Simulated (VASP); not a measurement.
# Mo (Im-3m) in VASP: a series of runs

Runs on Mo. Level: PBE. Tasks: single point.

Program: VASP 6.6.1. These are calculated values, not measurements. Logs are shortened: lines on timing, memory, paths and dates and some standing lists are left out, and cuts for length are marked.

### 1 The cell of the first run

The structure is cubic, space group Im-3m (No. 229). Conventional cell: a = 3.147 Å, b = 3.147 Å, c = 3.147 Å, α = 90.00°, β = 90.00°, γ = 90.00°. Mo (site symmetry m-3m) has 14 Mo at 2.73 to 3.15 Å within 3.6 Å.

### 2 Single point, PBE

File INCAR:

```
SYSTEM = Mo
PREC = Accurate
ENCUT = 520
EDIFF = 1E-7
ISMEAR = 0
SIGMA = 0.5
LREAL = .False.
LASPH = .True.
NELM = 60
ALGO = Normal
ISIF = 2
LWAVE = .False.
LCHARG = .False.
GGA = PE
NBANDS = 13
```

File KPOINTS:

```
Automatic mesh
0
Gamma
  15 15 15
  0 0 0
```

File POSCAR:

```
Mo
1.0
   -1.5734150000      1.5734150000      1.5734150000
    1.5734150000     -1.5734150000      1.5734150000
    1.5734150000      1.5734150000     -1.5734150000
Mo
1
Direct
    0.0000000000      0.0000000000      0.0000000000
```

Potentials or basis: VASP PAW PBE potentials, release 64 (Mo_sv).

Command:

```sh
cat potpaw_PBE.64/Mo_sv/POTCAR > POTCAR
mpirun -np 1 vasp_std > vasp.out
```

OUTCAR:

```text
SYSTEM = Mo
   PREC = Accurate
   ENCUT = 520
   EDIFF = 1E-7
   ISMEAR = 0
   LREAL = .False.
   LASPH = .True.
   NELM = 60
   ISIF = 2
   GGA = PE

 ion  position               nearest neighbor table
   1  0.000  0.000  0.000-

  LATTYP: Found a body centered cubic cell.
 ALAT       =     3.1468300000

  Lattice vectors:

 A1 = (  -1.5734150000,   1.5734150000,   1.5734150000)
 A2 = (   1.5734150000,  -1.5734150000,   1.5734150000)
 A3 = (   1.5734150000,   1.5734150000,  -1.5734150000)

Analysis of symmetry for initial positions (statically):
=====================================================================
 Subroutine PRICEL returns:
 Original cell was already a primitive cell.

 Routine SETGRP: Setting up the symmetry group for a
 body centered cubic supercell.

 Subroutine GETGRP returns: Found 48 space group operations
 (whereof 48 operations were pure point group operations)
 out of a pool of 48 trial point group operations.

The static configuration has the point symmetry O_h .

Analysis of symmetry for dynamics (positions and initial velocities):
=====================================================================
 Subroutine PRICEL returns:
 Original cell was already a primitive cell.

 Routine SETGRP: Setting up the symmetry group for a
 body centered cubic supercell.

 Subroutine GETGRP returns: Found 48 space group operations
 (whereof 48 operations were pure point group operations)
 out of a pool of 48 trial point group operations.

The dynamic configuration has the point symmetry O_h .

 Subroutine INISYM returns: Found 48 space group operations
 (whereof 48 operations are pure point group operations),
 and found     1 'primitive' translations

----------------------------------------------------------------------------------------

                                     Primitive cell

  volume of cell :      15.5808

  direct lattice vectors                    reciprocal lattice vectors
    -1.573415000  1.573415000  1.573415000     0.000000000  0.317780115  0.317780115
     1.573415000 -1.573415000  1.573415000     0.317780115  0.000000000  0.317780115
     1.573415000  1.573415000 -1.573415000     0.317780115  0.317780115  0.000000000

  length of vectors
     2.725234721  2.725234721  2.725234721     0.449408949  0.449408949  0.449408949

  position of ions in fractional coordinates (direct lattice)
     0.000000000  0.000000000  0.000000000

  ion indices of the primitive-cell ions
   primitive index   ion index
                 1           1

----------------------------------------------------------------------------------------

 KPOINTS: Automatic mesh

Automatic generation of k-mesh.
 Grid dimensions read from file:
 generate k-points for:   15   15   15

 Generating k-lattice:

  Cartesian coordinates                     Fractional coordinates (reciprocal lattice)
     0.000000000  0.021185341  0.021185341     0.066666667  0.000000000  0.000000000
     0.021185341  0.000000000  0.021185341     0.000000000  0.066666667  0.000000000
     0.021185341  0.021185341  0.000000000     0.000000000  0.000000000  0.066666667

  Length of vectors
     0.029960597  0.029960597  0.029960597

  Shift w.r.t. Gamma in fractional coordinates (k-lattice)
     0.000000000  0.000000000  0.000000000

 Subroutine IBZKPT returns following result:
 ===========================================

 Found    120 irreducible k-points:

 Following reciprocal coordinates:
            Coordinates               Weight
  0.000000  0.000000  0.000000      1.000000
  0.066667  0.000000  0.000000     12.000000
  0.133333  0.000000  0.000000     12.000000
  0.200000  0.000000  0.000000     12.000000
  0.266667  0.000000  0.000000     12.000000
  0.333333  0.000000  0.000000     12.000000
[... 16 lines left out ...]
  0.333333  0.200000  0.000000     48.000000
  0.400000  0.200000  0.000000     24.000000
 [... further k-points ...]
   k-points           NKPTS =    120   k-points in BZ     NKDIM =    120   number of bands    NBANDS=     13
   number of dos      NEDOS =    301   number of ions     NIONS =      1
   total plane-waves  NPLWV =   8000
   dimension x,y,z NGX =    20 NGY =   20 NGZ =   20
   dimension x,y,z NGXF=    40 NGYF=   40 NGZF=   40
   ions per type =               1
   NGX,Y,Z   is equivalent  to a cutoff of  12.20, 12.20, 12.20 a.u.
   NGXF,Y,Z  is equivalent  to a cutoff of  24.40, 24.40, 24.40 a.u.
 SYSTEM =  Mo
   PREC   = accura    normal or accurate (medium, high low for compatibility)
   ISTART =      0    job   : 0-new  1-cont  2-samecut
   ICHARG =      2    charge: 1-file 2-atom 10-const
   ISPIN  =      1    spin polarized calculation?
   LNONCOLLINEAR =      F non collinear calculations
   LSORBIT =      F    spin-orbit coupling
   LASPH  =      T    aspherical Exc in radial PAW
   ENCUT  =  520.0 eV  38.22 Ry    6.18 a.u.   5.07  5.07  5.07*2*pi/ulx,y,z
   NELM   =     60;   NELMIN=  2; NELMDL= -5     # of ELM steps
   EDIFF  = 0.1E-06   stopping-criterion for ELM
   LREAL  =      F    real-space projection
   EDIFFG = 0.1E-05   stopping-criterion for IOM
   NSW    =      0    number of steps for IOM
   IBRION =     -1    ionic relax: 0-MD 1-quasi-New 2-CG
   NFREE  =      0    steps in history (QN), initial steepest desc. (CG)
   ISIF   =      2    stress and relaxation
   ISYM   =      2    0-nonsym 1-usesym 2-fastsym
   POTIM  = 0.5000    time-step for ionic-motion
   TEBEG  =    0.0;   TEEND  =   0.0 temperature during run
   PSTRESS=    0.0 pullay stress
   NELECT =      14.0000    total number of electrons
   NUPDOWN=      -1.0000    fix difference up-down
   EMIN   =  10.00;   EMAX   =-10.00  energy-range for DOS
   EFERMI =   0.00;   METHOD = LEGACY
   ISMEAR =     0;   SIGMA  =   0.50  broadening in eV -4-tet -1-fermi 0-gaus
   EFERMI_NEDOS =   21; number of points for ismear=-14 and -15
   IALGO  =     38    algorithm
   IMIX   =      4    mixing-type and parameters
     AMIX     =   0.40;   BMIX     =  1.00
     AMIX_MAG =   1.60;   BMIX_MAG =  1.00
  volume/ion in A,a.u.               =      15.58       105.14
  Fermi-wavevector in a.u.,A,eV,Ry     =   1.579747  2.985289 33.954710  2.495601
  Thomas-Fermi vector in A             =   2.680079
   LORBIT       =      0    0 simple, 1 ext, 2 COOP (PROOUT), +10 PAW based schemes
   GGA     = PE    functional components
   LHFCALC =     F    Hartree Fock is set to
   AEXX    =    0.0000 exact exchange contribution
   IVDW    =     0    specifies the selected vdW correction
   LEPSILON=     F    determine dielectric tensor
   LRPA    =     F    only Hartree local field effects (RPA)
 non-spin polarized calculation
 Gauss-broadening in eV      SIGMA  =   0.50
  energy-cutoff  :      520.00
  volume of cell :       15.58
 maximum number of plane-waves:       432
   NGX = 11   NGY = 11   NGZ = 11

 number of electron      14.0000001 magnetization

 Free energy of the ion-electron system (eV)
  ---------------------------------------------------
  ext. energy  EPLUGINS =         0.00000000
  ---------------------------------------------------
  free energy    TOTEN  =       -10.97170911 eV

  energy without entropy =      -10.88662153  energy(sigma->0) =      -10.92916532

 E-fermi :  12.6070     XC(G=0): -13.4075

 val. band max:       12.5606475005   @ k =  -0.2667   0.3333   0.1333
 cond. band min:      12.6130676299   @ k =   0.1333   0.0667   0.0000
 fundamental gap:      0.0524201293
 Fermi energy:        12.6070222971

 k-point     1 :       0.0000    0.0000    0.0000
  band No.  band energies     occupation
      1     -48.6243      2.00000
      2     -21.8838      2.00000
      3     -21.8838      2.00000
      4     -21.8838      2.00000
      5       5.3997      2.00000
      6      11.2813      1.99982
      7      11.2813      1.99982
      8      11.2813      1.99982
      9      14.3195      0.00000
     10      14.3195      0.00000
     11      27.4826      0.00000
     12      27.4826      0.00000
     13      27.4826      0.00000

 k-point     2 :       0.0667    0.0000    0.0000
  band No.  band energies     occupation
      1     -48.6129      2.00000
      2     -21.9494      2.00000
      3     -21.9040      2.00000
      4     -21.8843      2.00000
      5       5.5971      2.00000
      6      11.1698      1.99995
      7      11.2623      1.99986
      8      11.4667      1.99874
      9      14.1565      0.00001
     10      14.3225      0.00000
     11      27.6301      0.00000
     12      27.8156      0.00000
     13      27.8717      0.00000

 k-point     3 :       0.1333    0.0000    0.0000
  band No.  band energies     occupation
      1     -48.5807      2.00000
      2     -22.1323      2.00000
      3     -21.9608      2.00000
      4     -21.8857      2.00000
      5       6.1460      2.00000
      6      10.8700      2.00000
      7      11.1737      1.99995
      8      12.0116      1.90783
      9      13.8475      0.00045
     10      14.3417      0.00000
     11      27.9361      0.00000
     12      28.7481      0.00000
     13      28.7748      0.00000
[... 305 lines left out ...]
 k-point    23 :       0.3333    0.2000    0.0000
  band No.  band energies     occupation
      1     -48.3444      2.00000
      2     -23.1064      2.00000
      3     -22.5030      2.00000
      4     -22.0265      2.00000
      5       8.3738      2.00000
      6       9.5849      2.00000
      7      11.4825      1.99853
      8      14.1327      0.00002
      9      15.2718      0.00000
     10      19.4667      0.00000
     11      24.0521      0.00000
     12      25.9509      0.00000
     13      29.1556      0.00000

 k-point    24 :       0.4000    0.2000    0.0000
  band No.  band energies     occupation
      1     -48.3349      2.00000
      2     -23.1297      2.00000
      3     -22.5413      2.00000
      4     -22.0294      2.00000
      5       8.3088      2.00000
      6       9.5619      2.00000
      7      11.6842      1.99095
      8      14.2189      0.00001
      9      15.3935      0.00000
     10      20.1632      0.00000
     11      23.3858      0.00000
     12      25.5225      0.00000
     13      28.9722      0.00000

 [... further k-points ...]

------------------------ aborting loop because EDIFF is reached ----------------------------------------

  FORCE on cell =-STRESS in cart. coord.  units (eV):
  Direction    XX          YY          ZZ          XY          YZ          ZX
  --------------------------------------------------------------------------------------
  -------------------------------------------------------------------------------------
  Total        0.4289663      0.4289663      0.4289663      0.0000000      0.0000000      0.0000000
  in kB       44.1106916     44.1106916     44.1106916      0.0000000      0.0000000      0.0000000
  external PRESSURE =      44.1106916 kB  Pullay stress =       0.0000000 kB

 VOLUME and BASIS-vectors are now :
 -----------------------------------------------------------------------------
  energy-cutoff  :      520.00
  volume of cell :       15.58
      direct lattice vectors                 reciprocal lattice vectors
    -1.573415000  1.573415000  1.573415000     0.000000000  0.317780115  0.317780115
     1.573415000 -1.573415000  1.573415000     0.317780115  0.000000000  0.317780115
     1.573415000  1.573415000 -1.573415000     0.317780115  0.317780115  0.000000000

 POSITION                                       TOTAL-FORCE (eV/Angst)
 -----------------------------------------------------------------------------------
      0.00000      0.00000      0.00000         0.000000     -0.000000      0.000000
 -----------------------------------------------------------------------------------
    total drift:                               -0.000000     -0.000000      0.000000

  FREE ENERGIE OF THE ION-ELECTRON SYSTEM (eV)
  ---------------------------------------------------
  free  energy   TOTEN  =       -10.9717091149 eV

  energy  without entropy=      -10.8866215300  energy(sigma->0) =      -10.92916532
```

Wall time 9.4 s (1 thread of AMD EPYC 9R45 (Zen 5), shared host); peak memory 0.11 GiB.

What came out:

| Item | Value |
| --- | --- |
| Free energy | -10.9717 eV |
| Pressure | 4.4 GPa |
| Band gap on the k mesh | zero (band 7 reaches 16.36 eV, above the bottom of band 8 at 11.28 eV) |

### 3 Single point, PBE

File INCAR:

```
SYSTEM = Mo
PREC     = Accurate       ! precision mode
ENCUT    = 520            ! plane-wave cutoff, eV
EDIFF    = 1E-6           ! SCF threshold, eV
ISMEAR   = 0              ! smearing method
SIGMA    = 0.3            ! smearing width, eV
LREAL    = .FALSE.        ! projectors in reciprocal space
LASPH    = .TRUE.         ! aspherical terms in the spheres
NELM     = 60             ! most SCF steps
ALGO     = Normal         ! electronic algorithm
ISIF     = 2              ! what is computed and relaxed
LWAVE    = .FALSE.        ! write WAVECAR
LCHARG   = .FALSE.        ! write CHGCAR
GGA      = PE             ! functional
NBANDS   = 13             ! bands
```

File KPOINTS:

```
regular mesh
0
G
  15 15 15
  0 0 0
```

POSCAR is that of step 2.

Potentials or basis: VASP PAW PBE potentials, release 64 (Mo_sv).

Command:

```sh
cat potpaw_PBE.64/Mo_sv/POTCAR > POTCAR
mpirun -np 1 vasp_std > vasp.out
```

It took 8.2 s on 1 thread of AMD EPYC 9R45 (Zen 5), shared host; peak memory 0.11 GiB.

Results (log left out):

```yaml
Free_energy: -10.9446 eV
Pressure: 4.3 GPa
Band_gap_on_the_k_mesh: zero (band 7 reaches 16.35 eV, above the bottom of band 8 at 11.28 eV)
```

Levels at points of the mesh, in eV from the Fermi level:
```tsv
k point	band 4	band 5	band 6	band 7	band 8	band 9	band 10	band 11
(0.00, 0.00, 0.00)	-34.50	-7.21	-1.34	-1.34	-1.34	1.70	1.70	14.87
```

### 4 Single point, PBE

File INCAR:

```
SYSTEM = Mo
  ALGO = Normal
  EDIFF = 1E-6
  ENCUT = 520
  GGA = PE
  ISIF = 2
  ISMEAR = 0
  LASPH = .TRUE.
  LCHARG = .FALSE.
  LREAL = .FALSE.
  LWAVE = .FALSE.
  NBANDS = 13
  NELM = 80
  PREC = Accurate
  SIGMA = 0.2
```

File KPOINTS:

```
k-points
0
G
  15 15 15
  0 0 0
```

POSCAR is that of step 3.

Potentials or basis: VASP PAW PBE potentials, release 64 (Mo_sv).

Command:

```sh
cat potpaw_PBE.64/Mo_sv/POTCAR > POTCAR
mpirun -np 1 vasp_std > vasp.out
```

OUTCAR:

```text
SYSTEM = Mo
   EDIFF = 1E-6
   ENCUT = 520
   GGA = PE
   ISIF = 2
   ISMEAR = 0
   LASPH = .TRUE.
   LREAL = .FALSE.
   NELM = 80
   PREC = Accurate

 ion  position               nearest neighbor table
   1  0.000  0.000  0.000-

  LATTYP: Found a body centered cubic cell.
 ALAT       =     3.1468300000

  Lattice vectors:

 A1 = (  -1.5734150000,   1.5734150000,   1.5734150000)
 A2 = (   1.5734150000,  -1.5734150000,   1.5734150000)
[... 554 lines left out ...]
      4     -22.0416      2.00000
      5       8.3053      2.00000
      6       9.5571      2.00000
      7      11.6804      2.00000
      8      14.2117      0.00000
      9      15.3856      0.00000
     10      20.1567      0.00000
     11      23.3813      0.00000
     12      25.5197      0.00000
     13      28.9704      0.00000

 [... further k-points ...]
[... 5 lines left out ...]
  --------------------------------------------------------------------------------------
  -------------------------------------------------------------------------------------
  Total        0.4190891      0.4190891      0.4190891     -0.0000000      0.0000000     -0.0000000
  in kB       43.0950262     43.0950262     43.0950262     -0.0000000      0.0000000     -0.0000000
  external PRESSURE =      43.0950262 kB  Pullay stress =       0.0000000 kB

 VOLUME and BASIS-vectors are now :
 -----------------------------------------------------------------------------
  energy-cutoff  :      520.00
  volume of cell :       15.58
      direct lattice vectors                 reciprocal lattice vectors
    -1.573415000  1.573415000  1.573415000     0.000000000  0.317780115  0.317780115
     1.573415000 -1.573415000  1.573415000     0.317780115  0.000000000  0.317780115
     1.573415000  1.573415000 -1.573415000     0.317780115  0.317780115  0.000000000

 POSITION                                       TOTAL-FORCE (eV/Angst)
 -----------------------------------------------------------------------------------
      0.00000      0.00000      0.00000        -0.000000      0.000000     -0.000000
 -----------------------------------------------------------------------------------
    total drift:                                0.000000     -0.000000      0.000000

  FREE ENERGIE OF THE ION-ELECTRON SYSTEM (eV)
  ---------------------------------------------------
  free  energy   TOTEN  =       -10.9362210109 eV

  energy  without entropy=      -10.9227207738  energy(sigma->0) =      -10.92947089
```

It took 8.2 s on 1 thread of AMD EPYC 9R45 (Zen 5), shared host; peak memory 0.11 GiB.

What came out:

| Property | Result |
| --- | --- |
| Free energy | -10.9362 eV |
| Pressure | 4.3 GPa |
| Band gap on the k mesh | zero (band 7 reaches 16.35 eV, above the bottom of band 8 at 11.27 eV) |

### 5 Single point, PBE

File INCAR:

```
SYSTEM = Mo
ALGO = Normal
EDIFF = 1E-6
ENCUT = 520
GGA = PE
ISIF = 2
ISMEAR = 0
LASPH = .TRUE.
LCHARG = .FALSE.
LREAL = .FALSE.
LWAVE = .FALSE.
NBANDS = 13
NELM = 80
PREC = Accurate
SIGMA = 0.1
```

KPOINTS is that of step 4.

POSCAR is that of step 4.

Command:

```sh
cat potpaw_PBE.64/Mo_sv/POTCAR > POTCAR
mpirun -np 1 vasp_std > vasp.out
```

Run time: 8.2 s. Hardware: 1 thread of AMD EPYC 9R45 (Zen 5), shared host; peak memory 0.11 GiB.

The run converged. Its results:

```yaml
Free_energy: -10.9310 eV
Pressure: 4.4 GPa
Band_gap_on_the_k_mesh: zero (band 7 reaches 16.35 eV, above the bottom of band 8 at 11.27 eV)
```

Levels at points of the mesh, in eV from the Fermi level:
| k point | band 3 | band 4 | band 5 | band 6 | band 7 | band 8 | band 9 | band 10 | band 11 | band 12 |
| --- | --- | --- | --- | --- | --- | --- | --- | --- | --- | --- |
| (0.00, 0.00, 0.00) | -34.49 | -34.49 | -7.19 | -1.32 | -1.32 | -1.32 | 1.72 | 1.72 | 14.89 | 14.89 |

### 6 The runs side by side

```tsv
smearing	gap on the mesh (eV)	pressure (GPa)
gaussian 0.5 eV	none	4.4
gaussian 0.3 eV	none	4.3
gaussian 0.2 eV	none	4.3
gaussian 0.1 eV	none	4.4
```

Alike in all rows: task single point; level PBE; potentials or basis VASP PAW PBE potentials, release 64 (Mo_sv); no spin polarisation; cell as given; k mesh 15 × 15 × 15; cutoff (eV) 520.

Every run on the cell as given and a fine mesh finds a metal.

Absolute energies hang on the potentials; compare differences alone.
